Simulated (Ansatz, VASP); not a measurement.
Se: VASP beside Ansatz

```xyz
3
Lattice="4.0755 0.0000 0.0000 -2.0378 3.5295 0.0000 0.0000 0.0000 5.1213" Properties=species:S:1:pos:R:3 pbc="T T T"
Se    1.0043    0.0000    0.8536
Se   -0.5022    0.8698    4.2678
Se    1.5356    2.6598    2.5607
```

Alike in both runs: functional PBE; dispersion D3(BJ); k mesh 6 × 6 × 4; occupations gaussian, width 0.1 eV; no spin polarisation.

Ansatz relaxed the structure, and its values are those at the end. VASP's run is a single point on that final structure, the one shown.

|  | VASP | Ansatz |
| --- | --- | --- |
| version | VASP 6.6.1 | Ansatz 0.2.0 |
| potentials or method | VASP PAW PBE potentials, release 64 (Se), cutoff 520 eV | scalar-relativistic, plane waves, PAW |
| valence electrons in the cell | 18 | 48 |

Ansatz gave:

- gap on the k mesh at the Fermi level (eV): 0.56
- least direct gap on the mesh (eV): 0.56
- pressure (GPa): 0.1
- rms of the force components (eV/Å): 0.010

**Question.** Estimate VASP's values.

**Answer.** gap on the k mesh at the Fermi level (eV): 0.55; least direct gap on the mesh (eV): 0.55; pressure (GPa): 0.2; rms of the force components (eV/Å): 0.023.

VASP's potentials hold 18 valence electrons a cell and Ansatz's 48, so a difference there can come from the potentials and not from the codes.
